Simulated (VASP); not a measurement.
Input of a VASP 6.6.1 run:

The input INCAR:

```
SYSTEM = Os
ALGO = Normal
EDIFF = 1E-6
ENCUT = 600
GGA = PE
GGA_COMPAT = .FALSE.
ISIF = 2
ISMEAR = 0
LASPH = .TRUE.
LCHARG = .FALSE.
LREAL = .FALSE.
LWAVE = .FALSE.
NBANDS = 10
NELM = 120
PREC = Accurate
SIGMA = 0.1
```

KPOINTS

```
k-points
0
G
  12 12 16
  0 0 0
```

Contents of POSCAR:

```
Os
1.0
    2.8545943322     -0.0000000858      0.0009214059
   -1.4272972405      2.4721513380      0.0000000000
    1.4279771448      0.8244429890      2.1859700903
Os
1
Direct
    0.0000000000      0.0000000000      0.0000000000
```

Potentials or basis: VASP PAW PBE potentials, release 64 (Os).

Command:

```console
$ cat potpaw_PBE.64/Os/POTCAR > POTCAR
$ mpirun -np 1 vasp_std > vasp.out
```

(1) Predict the band gap on the k mesh.

(2) What does it give for the pressure?

## Answers

(1) zero (bands 4 and 5 overlap by 3.63 eV).

(2) -22.6 GPa.

Caveat: the cell stands under tension; spin-orbit coupling is left out, which moves the levels of the heavy elements.
